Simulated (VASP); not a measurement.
Input of a VASP 6.6.1 run:

Contents of INCAR:

```
PREC = Accurate
ENCUT = 520
EDIFF = 1E-6
ISMEAR = -1
SIGMA = 0.1
LREAL = False
LASPH = True
NELM = 60
ALGO = Normal
ISIF = 2
LWAVE = False
LCHARG = False
GGA = PS
NBANDS = 12
```

KPOINTS

```
regular mesh
0
Gamma
  14 14 14
```

POSCAR

```
Cd
1.0
   -1.6996967485      1.6996967485      1.6996967485
    1.6996967485     -1.6996967485      1.6996967485
    1.6996967485      1.6996967485     -1.6996967485
Cd
1
Direct
    0.0000000000      0.0000000000      0.0000000000
```

Potentials or basis: VASP PAW PBE potentials, release 64 (Cd).

Launch:

```console
$ cat potpaw_PBE.64/Cd/POTCAR > POTCAR
$ mpirun -np 1 vasp_std > vasp.out
```

(1) Estimate the pressure.

(2) What does it give for the band gap on the k mesh?

Answers

(1) 6.0 GPa.

(2) zero (bands 6 and 7 overlap by 4.21 eV).

Caveat: the cell stands under pressure; the PAW data sets were made with another functional, which shifts forces and pressure a little.
